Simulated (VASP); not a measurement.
# Fe (I4/mmm) in VASP: a series of runs

Fe is run at these levels: PBEsol; tasks: single point.

Program: VASP 6.6.1. These are calculated values, not measurements. Logs are shortened: lines on timing, memory, paths and dates and some standing lists are left out, and cuts for length are marked.

### 1 The cell of the first run

It takes space group I4/mmm (No. 139, tetragonal). The conventional cell has a = 2.878 Å, b = 2.878 Å, c = 2.993 Å, α = 90.00°, β = 90.00°, γ = 90.00°. Within 3.3 Å of Fe (site symmetry 4/mmm) lie 14 Fe at 2.53 to 2.99 Å.

### 2 Single point, PBEsol, collinear spin, ferromagnetic start (strain +0.0400 x Voigt [0, 1, 0, 0, 0, 0])

Contents of INCAR:

```
ALGO     = Normal         # electronic algorithm
EDIFF    = 1E-6           # SCF threshold, eV
ENCUT    = 520            # plane-wave cutoff, eV
GGA      = PS             # functional
ISIF     = 2              # what is computed and relaxed
ISMEAR   = 0              # smearing method
ISPIN    = 2              # spin polarisation
LASPH    = T              # aspherical terms in the spheres
LCHARG   = F              # write CHGCAR
LMAXMIX  = 4              # l up to which the mixer works
LORBIT   = 11             # projections on sites
LREAL    = F              # projectors in reciprocal space
LWAVE    = F              # write WAVECAR
MAGMOM   = 2.64           # initial moments
NBANDS   = 14             # bands
NELM     = 150            # most SCF steps
PREC     = Accurate       # precision mode
SIGMA    = 0.15           # smearing width, eV
```

Contents of KPOINTS:

```
k-points
0
Gamma
  24 24 24
```

Contents of POSCAR:

```
Fe
1.0
   -1.4390000000      1.4965600000      1.4390000000
    1.4390000000     -1.4965600000      1.4390000000
    1.4390000000      1.4965600000     -1.4390000000
Fe
1
Direct
    0.0000000000      0.0000000000      0.0000000000
```

Potentials or basis: VASP PAW PBE potentials, release 64 (Fe).

Run with:

```bash
> cat potpaw_PBE.64/Fe/POTCAR > POTCAR
> mpirun -np 1 vasp_std > vasp.out
```

OUTCAR:

```text
EDIFF = 1E-6
   ENCUT = 520
   GGA = PS
   ISIF = 2
   ISMEAR = 0
   ISPIN = 2
   LASPH = T
   LORBIT = 11
   LREAL = F
   NELM = 150
   PREC = Accurate

 ion  position               nearest neighbor table
   1  0.000  0.000  0.000-

  LATTYP: Found a body centered tetragonal cell.
 ALAT       =     2.8780000000
 C/A-ratio  =     1.0400000000

  Lattice vectors:

 A1 = (  -1.4390000000,  -1.4965600000,   1.4390000000)
 A2 = (   1.4390000000,  -1.4965600000,  -1.4390000000)
 A3 = (   1.4390000000,   1.4965600000,   1.4390000000)

Analysis of symmetry for initial positions (statically):
=====================================================================
 Subroutine PRICEL returns:
 Original cell was already a primitive cell.

 Routine SETGRP: Setting up the symmetry group for a
 body centered tetragonal supercell.

 Subroutine GETGRP returns: Found 16 space group operations
 (whereof 16 operations were pure point group operations)
 out of a pool of 16 trial point group operations.

The static configuration has the point symmetry D_4h.

Analysis of symmetry for dynamics (positions and initial velocities):
=====================================================================
 Subroutine PRICEL returns:
 Original cell was already a primitive cell.

 Routine SETGRP: Setting up the symmetry group for a
 body centered tetragonal supercell.

 Subroutine GETGRP returns: Found 16 space group operations
 (whereof 16 operations were pure point group operations)
 out of a pool of 16 trial point group operations.

The dynamic configuration has the point symmetry D_4h.

Analysis of structural, dynamic, and magnetic symmetry:
=====================================================================
 Subroutine PRICEL returns:
 Original cell was already a primitive cell.

 Routine SETGRP: Setting up the symmetry group for a
 body centered tetragonal supercell.

 Subroutine GETGRP returns: Found 16 space group operations
 (whereof 16 operations were pure point group operations)
 out of a pool of 16 trial point group operations.

The overall configuration has the point symmetry D_4h.

 Subroutine INISYM returns: Found 16 space group operations
 (whereof 16 operations are pure point group operations),
 and found     1 'primitive' translations

----------------------------------------------------------------------------------------

                                     Primitive cell

  volume of cell :      12.3958

  direct lattice vectors                    reciprocal lattice vectors
    -1.439000000  1.496560000  1.439000000     0.000000000  0.334099535  0.347463516
     1.439000000 -1.496560000  1.439000000     0.347463516  0.000000000  0.347463516
     1.439000000  1.496560000 -1.439000000     0.347463516  0.334099535  0.000000000

  length of vectors
     2.526090623  2.526090623  2.526090623     0.482030491  0.491387617  0.482030491

  position of ions in fractional coordinates (direct lattice)
     0.000000000  0.000000000  0.000000000

  ion indices of the primitive-cell ions
   primitive index   ion index
                 1           1

----------------------------------------------------------------------------------------

 KPOINTS: k-points

Automatic generation of k-mesh.
 Grid dimensions read from file:
 generate k-points for:   24   24   24

 Generating k-lattice:

  Cartesian coordinates                     Fractional coordinates (reciprocal lattice)
     0.000000000  0.013920814  0.014477647     0.041666667  0.000000000  0.000000000
     0.014477647  0.000000000  0.014477647     0.000000000  0.041666667  0.000000000
     0.014477647  0.013920814  0.000000000     0.000000000  0.000000000  0.041666667

  Length of vectors
     0.020084604  0.020474484  0.020084604

  Shift w.r.t. Gamma in fractional coordinates (k-lattice)
     0.000000000  0.000000000  0.000000000

 Subroutine IBZKPT returns following result:
 ===========================================

 Found   1063 irreducible k-points:

 Following reciprocal coordinates:
            Coordinates               Weight
  0.000000  0.000000  0.000000      1.000000
  0.041667  0.000000  0.000000      8.000000
  0.083333  0.000000  0.000000      8.000000
  0.125000  0.000000  0.000000      8.000000
  0.166667  0.000000  0.000000      8.000000
  0.208333  0.000000  0.000000      8.000000
[... 16 lines left out ...]
  0.375000  0.041667 -0.000000     16.000000
  0.416667  0.041667  0.000000     16.000000
 [... further k-points ...]
   k-points           NKPTS =   1063   k-points in BZ     NKDIM =   1063   number of bands    NBANDS=     14
   number of dos      NEDOS =    301   number of ions     NIONS =      1
   total plane-waves  NPLWV =   8000
   dimension x,y,z NGX =    20 NGY =   20 NGZ =   20
   dimension x,y,z NGXF=    40 NGYF=   40 NGZF=   40
   ions per type =               1
   NGX,Y,Z   is equivalent  to a cutoff of  13.16, 13.16, 13.16 a.u.
[... 86 lines left out ...]
  band No.  band energies     occupation
      1      -3.1372      1.00000
      2       2.5689      1.00000
      3       2.5756      1.00000
      4       2.7385      1.00000
      5       3.6330      1.00000
      6       3.8165      1.00000
      7      28.0205      0.00000
      8      28.8403      0.00000
      9      29.0638      0.00000
     10      32.9152      0.00000
     11      33.3407      0.00000
     12      33.9676      0.00000
     13      34.0312      0.00000
     14      35.5968      0.00000
[... 343 lines left out ...]
      1       0.2483      1.00000
      2       1.8390      1.00000
      3       3.4008      1.00000
      4       3.8165      1.00000
      5       4.0294      1.00000
      6       4.8597      0.26325
      7      13.3656      0.00000
      8      22.8021      0.00000
      9      24.3437      0.00000
     10      27.7299      0.00000
     11      30.8744      0.00000
     12      35.7909      0.00000
     13      39.4536      0.00000
     14      45.8259      0.00000

 k-point    24 :       0.4167    0.0417    0.0000
  band No.  band energies     occupation
      1       0.3065      1.00000
      2       1.7846      1.00000
      3       3.5514      1.00000
      4       3.8818      1.00000
      5       4.3940      0.99991
      6       5.2264      0.00002
      7      12.1029      0.00000
      8      22.4958      0.00000
      9      23.9251      0.00000
     10      27.6567      0.00000
     11      30.9074      0.00000
     12      36.2364      0.00000
     13      40.3004      0.00000
     14      44.1499      0.00000

 [... further k-points ...]

 spin component 2

 k-point     1 :       0.0000    0.0000    0.0000
  band No.  band energies     occupation
      1      -2.9492      1.00000
      2       4.6968      0.81664
      3       4.6968      0.81649
      4       4.9526      0.06562
      5       6.3755      0.00000
      6       6.6538      0.00000
      7      28.2168      0.00000
      8      29.0243      0.00000
      9      29.0243      0.00000
     10      33.5094      0.00000
     11      33.9540      0.00000
     12      35.5025      0.00000
     13      35.6334      0.00000
     14      35.6335      0.00000

 k-point     2 :       0.0417    0.0000    0.0000
  band No.  band energies     occupation
      1      -2.8823      1.00000
      2       4.6942      0.82311
      3       4.7043      0.79728
      4       4.9621      0.05490
      5       6.3596      0.00000
      6       6.6466      0.00000
      7      27.9544      0.00000
      8      28.7616      0.00000
      9      28.9831      0.00000
     10      33.3390      0.00000
     11      33.8266      0.00000
     12      34.6048      0.00000
     13      34.9230      0.00000
     14      36.4256      0.00000
[... 343 lines left out ...]
      1       1.3402      1.00000
      2       3.8331      1.00000
      3       4.6242      0.94374
      4       6.2531      0.00000
      5       6.7562      0.00000
      6       7.1928      0.00000
      7      14.5468      0.00000
      8      23.0009      0.00000
      9      25.0222      0.00000
     10      28.2889      0.00000
     11      31.5823      0.00000
     12      36.1216      0.00000
     13      39.7209      0.00000
     14      46.5295      0.00000

 k-point    24 :       0.4167    0.0417    0.0000
  band No.  band energies     occupation
      1       1.6031      1.00000
      2       3.7673      1.00000
      3       4.9561      0.06150
      4       6.2822      0.00000
      5       6.7846      0.00000
      6       7.4201      0.00000
      7      13.4516      0.00000
      8      22.6873      0.00000
      9      24.5732      0.00000
     10      28.2434      0.00000
     11      31.6347      0.00000
     12      36.4858      0.00000
     13      40.6117      0.00000
     14      44.8342      0.00000

 [... further k-points ...]

------------------------ aborting loop because EDIFF is reached ----------------------------------------

  FORCE on cell =-STRESS in cart. coord.  units (eV):
  Direction    XX          YY          ZZ          XY          YZ          ZX
  --------------------------------------------------------------------------------------
  -------------------------------------------------------------------------------------
  Total       -1.4773195     -1.6669145     -1.4773195     -0.0000000      0.0000000      0.0000000
  in kB     -190.9454408   -215.4508435   -190.9454408     -0.0000000      0.0000000      0.0000000
  external PRESSURE =    -199.1139083 kB  Pullay stress =       0.0000000 kB

 VOLUME and BASIS-vectors are now :
 -----------------------------------------------------------------------------
  energy-cutoff  :      520.00
  volume of cell :       12.40
      direct lattice vectors                 reciprocal lattice vectors
    -1.439000000  1.496560000  1.439000000     0.000000000  0.334099535  0.347463516
     1.439000000 -1.496560000  1.439000000     0.347463516  0.000000000  0.347463516
     1.439000000  1.496560000 -1.439000000     0.347463516  0.334099535  0.000000000

 POSITION                                       TOTAL-FORCE (eV/Angst)
 -----------------------------------------------------------------------------------
      0.00000      0.00000      0.00000         0.000000     -0.000000     -0.000000
 -----------------------------------------------------------------------------------
    total drift:                                0.000000     -0.000000      0.000000

  FREE ENERGIE OF THE ION-ELECTRON SYSTEM (eV)
  ---------------------------------------------------
  free  energy   TOTEN  =        -8.8026182176 eV

  energy  without entropy=       -8.7894696328  energy(sigma->0) =       -8.79604393

 total charge

# of ion       s       p       d       tot
------------------------------------------
    1        0.455   0.469   6.182   7.106

 magnetization (x)

# of ion       s       p       d       tot
------------------------------------------
    1       -0.015  -0.049   2.463   2.400
```

Wall time 9.7 min (1 thread of Oxide Virtual Turin-like, shared host); peak memory 0.33 GiB.

Results:

| Item | Value |
| --- | --- |
| Free energy | -8.8026 eV |
| Pressure | -19.9 GPa |
| Net moment | 2.40 μB per cell |
| Site moments | Fe +2.40 μB |
| Valence electrons inside the program's atomic spheres | Fe 7.11 |

Stress tensor (GPa, compression positive):
```
-19.09   0.00   0.00
  0.00 -21.55   0.00
  0.00   0.00 -19.09
```

Caveat: the cell differs from its parent crystal (strain +0.0400 x Voigt [0, 1, 0, 0, 0, 0]); the cell stands under tension; the PAW data sets were made with another functional, which shifts forces and pressure a little.

### 3 Single point, PBEsol, collinear spin, ferromagnetic start (strain +0.0100 x Voigt [0, 1, 0, 0, 0, 0])

Contents of INCAR:

```
SYSTEM = Fe
PREC = Accurate
ENCUT = 520
EDIFF = 1E-6
ISMEAR = 0
SIGMA = 0.15
LREAL = .FALSE.
LASPH = .TRUE.
NELM = 150
ALGO = Normal
ISIF = 2
LWAVE = .FALSE.
LCHARG = .FALSE.
ISPIN = 2
MAGMOM = 2.64
LORBIT = 11
LMAXMIX = 4
GGA = PS
NBANDS = 14
```

Contents of KPOINTS:

```
regular mesh
0
G
  24 24 24
  0 0 0
```

Contents of POSCAR:

```
Fe
1.0
   -1.4390000000      1.4533900000      1.4390000000
    1.4390000000     -1.4533900000      1.4390000000
    1.4390000000      1.4533900000     -1.4390000000
Fe
1
Direct
    0.0000000000      0.0000000000      0.0000000000
```

Potentials or basis: VASP PAW PBE potentials, release 64 (Fe).

Run with:

```bash
> cat potpaw_PBE.64/Fe/POTCAR > POTCAR
> mpirun -np 1 vasp_std > vasp.out
```

Wall time 5.6 min (1 thread of Oxide Virtual Turin-like, shared host); peak memory 0.32 GiB.

Results (log left out):

```
Free energy                                           : -8.8477 eV
Pressure                                              : -17.8 GPa
Net moment                                            : 2.29 μB per cell
Site moments                                          : Fe +2.29 μB
Valence electrons inside the program's atomic spheres : Fe 7.16
```

Stress tensor (GPa, compression positive):
```
-17.43   0.00   0.00
  0.00 -18.38   0.00
  0.00   0.00 -17.43
```

Levels at points of the mesh, in eV from the Fermi level:
Spin up:
| k point | band 3 | band 4 | band 5 | band 6 | band 7 | band 8 |
| --- | --- | --- | --- | --- | --- | --- |
| (0.00, 0.00, 0.00) | -2.21 | -2.16 | -1.06 | -1.01 | 24.25 | 24.46 |
| (0.50, 0.00, 0.00) | -1.01 | -0.87 | 0.28 | 0.46 | 6.80 | 17.90 |
| (0.00, 0.50, 0.00) | -0.96 | -0.84 | 0.29 | 0.54 | 6.90 | 17.68 |
| (0.50, 0.50, 0.50) | 0.02 | 0.04 | 0.04 | 9.22 | 9.59 | 9.59 |
Spin down:
```
           k point  band 1  band 2  band 3  band 4  band 5  band 6
(0.00, 0.00, 0.00)   -7.90   -0.17   -0.17   -0.11    1.64    1.72
(0.50, 0.00, 0.00)   -3.28   -1.32    0.65    1.54    1.91    2.64
(0.00, 0.50, 0.00)   -3.27   -1.40    0.73    1.61    1.93    2.64
(0.50, 0.50, 0.50)   -2.67   -2.64    2.35    2.36    2.36    9.58
```

Caveat: the cell differs from its parent crystal (strain +0.0100 x Voigt [0, 1, 0, 0, 0, 0]); the cell stands under tension; the PAW data sets were made with another functional, which shifts forces and pressure a little.

### 4 Single point, PBEsol, collinear spin, ferromagnetic start (strain +0.0300 x Voigt [0, 1, 0, 0, 0, 0])

Contents of INCAR:

```
SYSTEM = Fe
  PREC = Accurate
  ENCUT = 520
  EDIFF = 1E-6
  ISMEAR = 0
  SIGMA = 0.15
  LREAL = .FALSE.
  LASPH = .TRUE.
  NELM = 150
  ALGO = Normal
  ISIF = 2
  LWAVE = .FALSE.
  LCHARG = .TRUE.
  ISPIN = 2
  MAGMOM = 2.64
  LORBIT = 11
  LMAXMIX = 4
  GGA = PS
  LELF = .TRUE.
  LVHAR = .TRUE.
  NBANDS = 14
```

Contents of KPOINTS:

```
Automatic mesh
0
G
  24 24 24
  0 0 0
```

Contents of POSCAR:

```
Fe
1.0
   -1.4390000000      1.4821700000      1.4390000000
    1.4390000000     -1.4821700000      1.4390000000
    1.4390000000      1.4821700000     -1.4390000000
Fe
1
Direct
    0.0000000000      0.0000000000      0.0000000000
```

Run with:

```bash
> cat potpaw_PBE.64/Fe/POTCAR > POTCAR
> mpirun -np 1 vasp_std > vasp.out
```

Run time: 5.3 min. Hardware: 1 thread of Oxide Virtual Turin-like, shared host; peak memory 0.33 GiB.

Results (log left out):

- Free energy: -8.8183 eV
- Pressure: -19.4 GPa
- Net moment: 2.36 μB per cell
- Site moments: Fe +2.36 μB
- Valence electrons inside the program's atomic spheres: Fe 7.12

Stress tensor (GPa, compression positive):
```
-18.75   0.00   0.00
  0.00 -20.83   0.00
  0.00   0.00 -18.75
```

Levels at points of the mesh, in eV from the Fermi level:
Spin up:
```tsv
k point	band 1	band 2	band 3	band 4	band 5	band 6	band 7	band 8	band 9	band 10
(0.00, 0.00, 0.00)	-8.04	-2.21	-2.21	-2.09	-1.11	-0.98	23.79	24.40	24.40	28.61
(0.50, 0.00, 0.00)	-4.54	-3.08	-1.09	-0.86	0.21	0.42	6.56	17.88	19.26	22.52
(0.00, 0.50, 0.00)	-4.55	-3.25	-0.91	-0.82	0.25	0.65	6.86	17.23	18.39	21.89
(0.50, 0.50, 0.50)	-4.42	-4.37	-0.06	0.01	0.01	8.62	9.70	9.70	14.52	15.16
```
Spin down:
| k point | band 1 | band 2 | band 3 | band 4 | band 5 | band 6 | band 7 | band 8 |
| --- | --- | --- | --- | --- | --- | --- | --- | --- |
| (0.00, 0.00, 0.00) | -7.79 | -0.12 | -0.12 | 0.07 | 1.60 | 1.82 | 23.65 | 24.28 |
| (0.50, 0.00, 0.00) | -3.16 | -1.15 | 0.61 | 1.51 | 1.94 | 2.65 | 8.05 | 17.99 |
| (0.00, 0.50, 0.00) | -3.13 | -1.38 | 0.84 | 1.74 | 1.99 | 2.67 | 8.34 | 17.39 |
| (0.50, 0.50, 0.50) | -2.55 | -2.49 | 2.38 | 2.39 | 2.39 | 8.98 | 10.07 | 10.07 |

Caveat: the cell differs from its parent crystal (strain +0.0300 x Voigt [0, 1, 0, 0, 0, 0]); the cell stands under tension; the PAW data sets were made with another functional, which shifts forces and pressure a little.

### 5 Summary

| cell | gap on the mesh (eV) | pressure (GPa) | moment (μB) |
| --- | --- | --- | --- |
| a = 2.526 Å, angles 110.5, 107.3, 110.5°, 1 atom | none | -19.9 | 2.40 |
| a = 2.501 Å, angles 109.7, 108.9, 109.7°, 1 atom | none | -17.8 | 2.29 |
| a = 2.518 Å, angles 110.3, 107.9, 110.3°, 1 atom | none | -19.4 | 2.36 |

Alike in all rows: task single point; level PBEsol; potentials or basis VASP PAW PBE potentials, release 64 (Fe); spin collinear, ferromagnetic start; k mesh 24 × 24 × 24; cutoff (eV) 520; smearing gaussian 0.15 eV.

Caveats: the cell stands under tension; the PAW data sets were made with another functional, which shifts forces and pressure a little.

Total energies depend on the potentials used, so only differences within one code and one set of settings carry meaning.
